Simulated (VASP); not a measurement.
Crystal: BaTiO3.

```xyz
5
Lattice="2.8194 1.6424 2.2964 -2.8266 1.6079 2.3294 -0.0334 -3.2906 2.3413" Properties=species:S:1:pos:R:3 pbc="T T T"
Ba   -0.0358   -0.0883    0.1235
Ti    0.0256   -0.0630    3.5827
O    -0.0130   -1.6306    4.4847
O    -1.4118    0.8068    4.4534
O     1.4501    0.8479    4.6663
```

This cell differs from its parent crystal: atoms moved at random and the cell strained at random.

Base run:

- Program: VASP 6.6.1
- Functional: PBEsol
- Potentials or basis: VASP PAW PBE potentials, release 64 (Ba_sv, Ti_sv, O)
- Cutoff: 520 eV
- k mesh: 6 × 6 × 6
- Occupations: gaussian, width 0.02 eV
- Spin: no spin polarisation

Its results: pressure 1.8 GPa; largest force 1.502 eV/Å.

Task: The run is repeated on the same cell with these changes: k mesh from 6 × 6 × 6 to 1 × 1 × 1. What comes out?

Result: Pressure 39.3 GPa; largest force 20.942 eV/Å.

Caveats: some runs use coarse meshes; the PAW data sets were made with another functional, which shifts forces and pressure a little.
